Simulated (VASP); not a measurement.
Wanted: the native input for a VASP 6.6.1 run.

| Property | Result |
| --- | --- |
| Task | relaxation of cell and atoms |
| Functional | PBE |
| Potentials or basis | VASP PAW PBE potentials, release 64 (Li_sv, Ta_pv, O) |
| Cutoff | 600 eV |
| k mesh | 4 × 4 × 4 |
| Occupations | gaussian, width 0.1 eV |
| Spin | collinear spin |
| Starting moments | [0.0, 0.0, 0.0, 0.0, 1.0, 0.0] μB |
| Dipole correction | no |
| Further INCAR settings | ALGO = Normal; EDIFF = 1e-06; IBRION = 2; EDIFFG = -0.04; NSW = 90; ISIF = 3 |

The structure of Li4TaO lies in POSCAR:

```
Li4TaO
1.0
    2.4075844800     -4.0762194400      0.0000000000
    2.4075844800      4.0762194400      0.0000000000
    0.0000000000      0.0000000000      3.7912609700
Li Ta O
4 1 1
Direct
    0.3369979900      0.6630020100      0.0000000000
    0.6630020100      0.3369979900      0.0000000000
    0.5000000000      0.0000000000      0.5000000000
    0.0000000000      0.5000000000      0.5000000000
    0.5000000000      0.5000000000      0.5000000000
    0.0000000000      0.0000000000      0.0000000000
```

The cell was generated, and may not be a known phase.

One way to write it, as run:

INCAR

```
ALGO = Normal ; EDIFF = 1E-6
EDIFFG = -0.04 ; ENCUT = 600
GGA = PE ; IBRION = 2
ISIF = 3 ; ISMEAR = 0
ISPIN = 2 ; LASPH = T
LCHARG = F ; LMAXMIX = 4
LORBIT = 11 ; LREAL = F
LWAVE = F ; MAGMOM = 0 0 0 0 1 0
NELM = 150 ; NSW = 90
PREC = Accurate ; SIGMA = 0.1
```

KPOINTS

```
k-points
0
Gamma
  4 4 4
```

Potentials or basis: VASP PAW PBE potentials, release 64 (Li_sv, Ta_pv, O).

Launch:

```bash
$ cat potpaw_PBE.64/Li_sv/POTCAR potpaw_PBE.64/Ta_pv/POTCAR potpaw_PBE.64/O/POTCAR > POTCAR
$ mpirun -np 1 vasp_std > vasp.out
```

Results of the run:

```
Relaxed volume                                        : 11.99 Å³/atom
Relaxed cell                                          : a = 5.534 Å, b = 5.534 Å, c = 4.513 Å, α = 90.00°, β = 90.00°, γ = 148.64°
Space group after relaxing (to 0.1 Å)                 : Cmmm (No. 65)
Energy gained by relaxing                             : 779.2 meV/atom
Ionic steps                                           : 25
Pressure after relaxing                               : -0.1 GPa
Largest force after relaxing                          : 0.018 eV/Å
Net moment                                            : 0.75 μB per cell
Site moments                                          : Li +0.00, -0.01 (each value once); Ta +0.58; O -0.02 μB
Valence electrons inside the program's atomic spheres : Li 2.11, 2.20 (each value once); Ta 8.64; O 4.91
```

Caveat: the k points lie up to 0.55 Å⁻¹ apart in the final cell; the cutoff is under 1.25 times the usual one of these potentials, so pressure, stress and relaxed cells hold a basis-set (Pulay) error; atoms lie so close that the PAW spheres overlap strongly, which falsifies energies and pressures; a moment this small can come from the mesh or the smearing; a cell axis changed by over 15 % at a fixed basis, so the end point is rough.

It took 20 min on 1 thread of Intel(R) Xeon(R) Platinum 8488C (Sapphire Rapids), with other jobs on the host, peak memory 0.3 GiB.
